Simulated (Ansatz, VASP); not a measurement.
**Two plane-wave programs on MnB6**

```xyz
7
Lattice="2.9546 -2.4425 0.0012 2.9546 2.4425 0.0012 -0.0327 0.0000 3.6040" Properties=species:S:1:pos:R:3 pbc="T T T"
Mn    0.0000    0.0000    0.0000
B     1.5694   -0.9432    2.7137
B     4.3071   -0.9432    0.8927
B     4.3071    0.9432    0.8927
B     1.5694    0.9432    2.7137
B     2.9383    1.4000    1.8032
B     2.9383   -1.4000    1.8032
```

Change from the starting cell: the structure that the rattled cell fell into.

Alike in both runs: functional PBE; k mesh 8 × 8 × 8; occupations gaussian, width 0.1 eV; no spin polarisation.

Ansatz relaxed the structure, and its values are those at the end. VASP's run is a single point on that final structure, the one shown.

|  | VASP | Ansatz |
| --- | --- | --- |
| version | VASP 6.6.1 | Ansatz 0.2.0 |
| potentials or method | VASP PAW PBE potentials, release 64 (Mn_pv, B), cutoff 520 eV | scalar-relativistic, plane waves, PAW |
| valence electrons in the cell | 31 | 33 |

```tsv
	VASP	Ansatz	Ansatz less VASP
gap on the k mesh at the Fermi level (eV)	none	none	-
pressure (GPa)	0.0	0.0	-0.01
```

A gap of «none» marks a metal or a gap that the smearing closes. The functional is the same, so the differences come from potentials, cutoffs and numerics. VASP's potentials hold 31 valence electrons a cell and Ansatz's 33, so a difference there can come from the potentials and not from the codes.
